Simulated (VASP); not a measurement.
# BRhSe3 (Pm-3m) in VASP: further runs

The runs below take BRhSe3 through single point, relaxation of cell and atoms, with PBE.

All numbers are computed with VASP 6.6.1; they aren't measurements. Logs are shortened: lines on timing, memory, paths and dates and some standing lists are left out, and cuts for length are marked.

## (1) The cell of the first run

The structure is cubic, space group Pm-3m (No. 221). The conventional cell has a = 4.372 Å, b = 4.372 Å, c = 4.372 Å, α = 90.00°, β = 90.00°, γ = 90.00°. B (site symmetry m-3m) has 6 Se at 2.19 Å within 2.9 Å. Within 4.1 Å of Rh (site symmetry m-3m) lie 12 Se at 3.09 Å and 8 B at 3.79 Å. Se (site symmetry 4/mmm) has 2 B at 2.19 Å within 2.9 Å.

The cell was built from a structure type or drawn by symmetry, and may not be a known phase.

## (2) Single point, PBE, collinear spin, ferromagnetic start

The input, INCAR:

```
SYSTEM = BRhSe3
PREC = Accurate
ENCUT = 520
EDIFF = 1E-6
ISMEAR = 0
SIGMA = 0.1
LREAL = .FALSE.
LASPH = .TRUE.
NELM = 150
ALGO = Normal
ISIF = 2
LWAVE = .FALSE.
LCHARG = .FALSE.
ISPIN = 2
MAGMOM = 0 1 0 0 0
LORBIT = 11
LMAXMIX = 4
GGA = PE
NBANDS = 30
```

The input, KPOINTS:

```
regular mesh
0
G
  4 4 4
  0 0 0
```

The input, POSCAR:

```
BRhSe3
1.0
    4.3719272119      0.0000000000      0.0000000000
    0.0000000000      4.3719272119      0.0000000000
    0.0000000000      0.0000000000      4.3719272119
B Rh Se
1 1 3
Direct
    0.0000000000      0.0000000000      0.0000000000
    0.5000000000      0.5000000000      0.5000000000
    0.5000000000      0.0000000000      0.0000000000
    0.0000000000      0.5000000000      0.0000000000
    0.0000000000      0.0000000000      0.5000000000
```

Potentials or basis: VASP PAW PBE potentials, release 64 (B, Rh_pv, Se).

Run with:

```console
$ cat potpaw_PBE.64/B/POTCAR potpaw_PBE.64/Rh_pv/POTCAR potpaw_PBE.64/Se/POTCAR > POTCAR
$ mpirun -np 1 vasp_std > vasp.out
```

OUTCAR:

```text
SYSTEM = BRhSe3
   PREC = Accurate
   ENCUT = 520
   EDIFF = 1E-6
   ISMEAR = 0
   LREAL = .FALSE.
   LASPH = .TRUE.
   NELM = 150
   ISIF = 2
   ISPIN = 2
   LORBIT = 11
   GGA = PE

 ion  position               nearest neighbor table
   1  0.000  0.000  0.000-   3 2.19   4 2.19   5 2.19   5 2.19   4 2.19   3 2.19
   2  0.500  0.500  0.500-
   3  0.500  0.000  0.000-   1 2.19   1 2.19
   4  0.000  0.500  0.000-   1 2.19   1 2.19
   5  0.000  0.000  0.500-   1 2.19   1 2.19

  LATTYP: Found a simple cubic cell.
 ALAT       =     4.3719272119

  Lattice vectors:

 A1 = (   4.3719272119,   0.0000000000,   0.0000000000)
 A2 = (   0.0000000000,   4.3719272119,   0.0000000000)
 A3 = (   0.0000000000,   0.0000000000,   4.3719272119)

Analysis of symmetry for initial positions (statically):
=====================================================================
 Subroutine PRICEL returns:
 Original cell was already a primitive cell.

 Routine SETGRP: Setting up the symmetry group for a
 simple cubic supercell.

 Subroutine GETGRP returns: Found 48 space group operations
 (whereof 48 operations were pure point group operations)
 out of a pool of 48 trial point group operations.

The static configuration has the point symmetry O_h .

Analysis of symmetry for dynamics (positions and initial velocities):
=====================================================================
 Subroutine PRICEL returns:
 Original cell was already a primitive cell.

 Routine SETGRP: Setting up the symmetry group for a
 simple cubic supercell.

 Subroutine GETGRP returns: Found 48 space group operations
 (whereof 48 operations were pure point group operations)
 out of a pool of 48 trial point group operations.

The dynamic configuration has the point symmetry O_h .

Analysis of structural, dynamic, and magnetic symmetry:
=====================================================================
 Subroutine PRICEL returns:
 Original cell was already a primitive cell.

 Routine SETGRP: Setting up the symmetry group for a
 simple cubic supercell.

 Subroutine GETGRP returns: Found 48 space group operations
 (whereof 48 operations were pure point group operations)
 out of a pool of 48 trial point group operations.

The overall configuration has the point symmetry O_h .
[... 115 lines left out ...]
   GGA     = PE    functional components
   LHFCALC =     F    Hartree Fock is set to
   AEXX    =    0.0000 exact exchange contribution
   IVDW    =     0    specifies the selected vdW correction
   LEPSILON=     F    determine dielectric tensor
   LRPA    =     F    only Hartree local field effects (RPA)
 spin polarized calculation
 Gauss-broadening in eV      SIGMA  =   0.10
  energy-cutoff  :      520.00
  volume of cell :       83.56
 maximum number of plane-waves:      2301
 NGX is ok and might be reduce to    36
   NGX = 17   NGY = 17   NGZ = 17

 number of electron      36.0000008 magnetization       0.0007612

 Free energy of the ion-electron system (eV)
  ---------------------------------------------------
  ext. energy  EPLUGINS =         0.00000000
  ---------------------------------------------------
  free energy    TOTEN  =       -20.17271351 eV

  energy without entropy =      -20.14356588  energy(sigma->0) =      -20.15813970

 E-fermi :   6.6132     XC(G=0): -11.1736

 val. band max:        6.5902003644   @ k =   0.5000   0.5000   0.2500
 cond. band min:       6.6351918699   @ k =   0.2500   0.0000   0.0000
 fundamental gap:      0.0449915055
 Fermi energy:         6.6132060137

 spin component 1

 k-point     1 :       0.0000    0.0000    0.0000
  band No.  band energies     occupation
      1     -39.1242      1.00000
      2     -39.1242      1.00000
      3     -39.1242      1.00000
      4     -10.0234      1.00000
      5      -5.6477      1.00000
      6      -5.6477      1.00000
[... 319 lines left out ...]
     29      17.1806      0.00000
     30      17.1806      0.00000
 Fermi energy:         6.6132060137

 spin component 2

 k-point     1 :       0.0000    0.0000    0.0000
  band No.  band energies     occupation
      1     -39.1241      1.00000
      2     -39.1241      1.00000
      3     -39.1241      1.00000
      4     -10.0233      1.00000
      5      -5.6476      1.00000
      6      -5.6476      1.00000
[... 319 lines left out ...]
     29      17.1807      0.00000
     30      17.1807      0.00000

------------------------ aborting loop because EDIFF is reached ----------------------------------------

  FORCE on cell =-STRESS in cart. coord.  units (eV):
  Direction    XX          YY          ZZ          XY          YZ          ZX
  --------------------------------------------------------------------------------------
  -------------------------------------------------------------------------------------
  Total       -0.1224186     -0.1224186     -0.1224186      0.0000000      0.0000000     -0.0000000
  in kB       -2.3471415     -2.3471415     -2.3471415      0.0000000      0.0000000     -0.0000000
  external PRESSURE =      -2.3471415 kB  Pullay stress =       0.0000000 kB

 VOLUME and BASIS-vectors are now :
 -----------------------------------------------------------------------------
  energy-cutoff  :      520.00
  volume of cell :       83.56
      direct lattice vectors                 reciprocal lattice vectors
     4.371927212  0.000000000  0.000000000     0.228732079  0.000000000  0.000000000
     0.000000000  4.371927212  0.000000000     0.000000000  0.228732079  0.000000000
     0.000000000  0.000000000  4.371927212     0.000000000  0.000000000  0.228732079

 POSITION                                       TOTAL-FORCE (eV/Angst)
 -----------------------------------------------------------------------------------
      0.00000      0.00000      0.00000         0.000000      0.000000      0.000000
      2.18596      2.18596      2.18596         0.000000      0.000000      0.000000
      2.18596      0.00000      0.00000         0.000000      0.000000      0.000000
      0.00000      2.18596      0.00000         0.000000      0.000000      0.000000
      0.00000      0.00000      2.18596         0.000000      0.000000      0.000000
 -----------------------------------------------------------------------------------
    total drift:                                0.000000      0.000000      0.000000

  FREE ENERGIE OF THE ION-ELECTRON SYSTEM (eV)
  ---------------------------------------------------
  free  energy   TOTEN  =       -20.1727135129 eV

  energy  without entropy=      -20.1435658787  energy(sigma->0) =      -20.15813970

 total charge

# of ion       s       p       d       tot
------------------------------------------
    1        0.741   0.974   0.000   1.716
    2        0.198   6.087   7.160  13.445
    3        1.512   2.139   0.088   3.738
    4        1.512   2.139   0.088   3.738
    5        1.512   2.139   0.088   3.738
--------------------------------------------------
tot          5.475  13.479   7.423  26.376

 magnetization (x)

# of ion       s       p       d       tot
------------------------------------------
    1       -0.000  -0.000   0.000  -0.000
    2       -0.000  -0.000   0.000   0.000
    3        0.000   0.000   0.000   0.000
    4        0.000   0.000   0.000   0.000
    5        0.000   0.000   0.000   0.000
--------------------------------------------------
tot         -0.000   0.000   0.000   0.000
```

OSZICAR:

```text
N       E                     dE             d eps       ncg     rms          rms(c)
DAV:   1     0.236088278397E+03    0.23609E+03   -0.18307E+04  1240   0.112E+03
DAV:   2    -0.868042345341E+01   -0.24477E+03   -0.23460E+03  1432   0.274E+02
DAV:   3    -0.204555575653E+02   -0.11775E+02   -0.11474E+02  1460   0.570E+01
DAV:   4    -0.205706694615E+02   -0.11511E+00   -0.11493E+00  1400   0.593E+00
DAV:   5    -0.205717023566E+02   -0.10329E-02   -0.10326E-02  1434   0.586E-01    0.956E+00
DAV:   6    -0.212156468427E+02   -0.64394E+00   -0.38158E+00  1378   0.121E+01    0.100E+01
DAV:   7    -0.201711386178E+02    0.10445E+01   -0.19331E+00  1350   0.100E+01    0.392E+00
DAV:   8    -0.201726611789E+02   -0.15226E-02   -0.14934E-01  1380   0.202E+00    0.161E+00
DAV:   9    -0.201723991499E+02    0.26203E-03   -0.11899E-02  1368   0.694E-01    0.671E-01
DAV:  10    -0.201727384342E+02   -0.33928E-03   -0.20853E-03  1386   0.295E-01    0.146E-01
DAV:  11    -0.201727069239E+02    0.31510E-04   -0.19363E-04  1372   0.742E-02    0.511E-02
DAV:  12    -0.201727096814E+02   -0.27576E-05   -0.64689E-05  1378   0.471E-02    0.210E-02
DAV:  13    -0.201727132948E+02   -0.36134E-05   -0.72236E-06  1332   0.188E-02    0.661E-03
DAV:  14    -0.201727135129E+02   -0.21811E-06   -0.11542E-06   794   0.685E-03
   1 F= -.20172714E+02 E0= -.20158140E+02  d E =-.291476E-01  mag=     0.0003
```

It took 36 s on 1 thread of Intel Xeon Platinum 8488C (Sapphire Rapids), shared host; peak memory 0.25 GiB.

Results:

- Free energy: -20.1727 eV
- Pressure: -0.2 GPa
- Band gap on the k mesh: zero (filled and empty bands overlap)
- Net moment: 0.00 μB per cell
- Valence electrons inside the program's atomic spheres: B 1.72; Rh 13.45; Se 3.74

## (3) Relaxation of cell and atoms, PBE, collinear spin, ferromagnetic start

This run uses another cell than the first one, of 26.24 Å³/atom.

The input, INCAR:

```
SYSTEM = BRhSe3
PREC = Accurate
ENCUT = 600
EDIFF = 1E-6
ISMEAR = 0
SIGMA = 0.1
LREAL = .FALSE.
LASPH = .TRUE.
NELM = 150
ALGO = Normal
ISIF = 3
LWAVE = .FALSE.
LCHARG = .FALSE.
ISPIN = 2
MAGMOM = 0 1 0 0 0
LORBIT = 11
LMAXMIX = 4
GGA = PE
IBRION = 2
NSW = 90
EDIFFG = -0.04
```

The input, KPOINTS:

```
Automatic mesh
0
G
  4 4 4
  0 0 0
```

Changes to POSCAR since step 2:

```diff
@@ -2,5 +2,5 @@
 1.0
-    4.3719272119      0.0000000000      0.0000000000
-    0.0000000000      4.3719272119      0.0000000000
-    0.0000000000      0.0000000000      4.3719272119
+    5.0816459200      0.0000000000      0.0000000000
+    0.0000000000      5.0816459200      0.0000000000
+    0.0000000000      0.0000000000      5.0816459200
 B Rh Se
```

Potentials or basis: VASP PAW PBE potentials, release 64 (B, Rh_pv, Se).

Run with:

```console
$ cat potpaw_PBE.64/B/POTCAR potpaw_PBE.64/Rh_pv/POTCAR potpaw_PBE.64/Se/POTCAR > POTCAR
$ mpirun -np 1 vasp_std > vasp.out
```

Run time: 3.6 min. Hardware: 1 thread of Intel Xeon Platinum 8488C (Sapphire Rapids), shared host; peak memory 0.37 GiB.

The run converged. Its results:

* Free energy: -20.1793 eV
* Relaxed volume: 16.64 Å³/atom
* Relaxed cell: a = 4.366 Å, b = 4.366 Å, c = 4.366 Å, α = 90.00°, β = 90.00°, γ = 90.00°
* Space group after relaxing (to 0.1 Å): Pm-3m (No. 221)
* Energy gained by relaxing: 633.3 meV/atom
* Ionic steps: 4
* Pressure after relaxing: 0.1 GPa
* Band gap on the k mesh: zero (filled and empty bands overlap)
* Net moment: 0.00 μB per cell
* Valence electrons inside the program's atomic spheres: B 1.72; Rh 13.45; Se 3.74

The path:
```
step  energy change (eV)  largest force (eV/Å)  pressure (GPa)  volume (Å³)
   1              0.0000                0.0000          -13.25       131.22
   2             -2.8549                0.0000           -8.27        94.16
   3             -3.1636                0.0000           -0.93        84.27
   4             -3.1663                0.0000            0.14        83.20
```

Final structure:
```
CELL_PARAMETERS angstrom
4.36564 0.00000 0.00000
0.00000 4.36564 0.00000
0.00000 0.00000 4.36564
ATOMIC_POSITIONS crystal
B 0.00000 0.00000 0.00000
Rh 0.50000 0.50000 0.50000
Se 0.50000 0.00000 0.00000
Se 0.00000 0.50000 0.00000
Se 0.00000 0.00000 0.50000
```

Levels at points of the mesh, in eV from the Fermi level:
Spin up:
| k point | band 14 | band 15 | band 16 | band 17 | band 18 | band 19 | band 20 | band 21 |
| --- | --- | --- | --- | --- | --- | --- | --- | --- |
| (0.00, 0.00, 0.00) | -1.59 | -1.59 | -1.23 | -1.23 | -1.23 | -0.80 | -0.80 | -0.80 |
| (0.50, 0.00, 0.00) | -2.27 | -2.27 | -1.53 | -1.33 | 0.54 | 0.81 | 0.81 | 1.55 |
| (0.50, 0.50, 0.00) | -1.47 | -1.28 | -1.20 | -0.08 | 0.29 | 0.29 | 1.79 | 1.90 |
| (0.50, 0.50, 0.50) | -1.20 | -1.20 | -0.08 | 0.03 | 0.03 | 1.31 | 1.31 | 1.31 |
Spin down:
```tsv
k point	band 14	band 15	band 16	band 17	band 18	band 19	band 20	band 21
(0.00, 0.00, 0.00)	-1.59	-1.59	-1.23	-1.23	-1.23	-0.80	-0.80	-0.80
(0.50, 0.00, 0.00)	-2.27	-2.27	-1.53	-1.33	0.54	0.81	0.81	1.55
(0.50, 0.50, 0.00)	-1.47	-1.28	-1.20	-0.08	0.29	0.29	1.79	1.90
(0.50, 0.50, 0.50)	-1.20	-1.20	-0.08	0.03	0.03	1.31	1.31	1.31
```

Caveat: the volume moved by over 15 % at a fixed basis, so the end points are rough.
